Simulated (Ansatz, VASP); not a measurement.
# One calculation of GaAs, two programs

```
Ga As
1.0
     0.00000    2.82000    2.82000
     2.82000    0.00000    2.82000
     2.82000    2.82000    0.00000
Ga As
1 1
Direct
  0.00000 0.00000 0.00000
  0.25000 0.25000 0.25000
```

Alike in both runs: task single point; functional PBE; k mesh 6 × 6 × 6; occupations fermi-dirac, width 0.025 eV; no spin polarisation.

|  | VASP | Ansatz |
| --- | --- | --- |
| version | VASP 6.6.1 | Ansatz 0.2 development build |
| potentials or method | VASP PAW PBE potentials, release 64 (Ga_d, As), cutoff 500 eV | all-electron full-potential LAPW, scalar-relativistic |

```csv
,VASP,Ansatz,Ansatz less VASP
pressure (GPa),4.0,3.8,-0.17
```

Ansatz ran all-electron here, and VASP with PAW potentials.
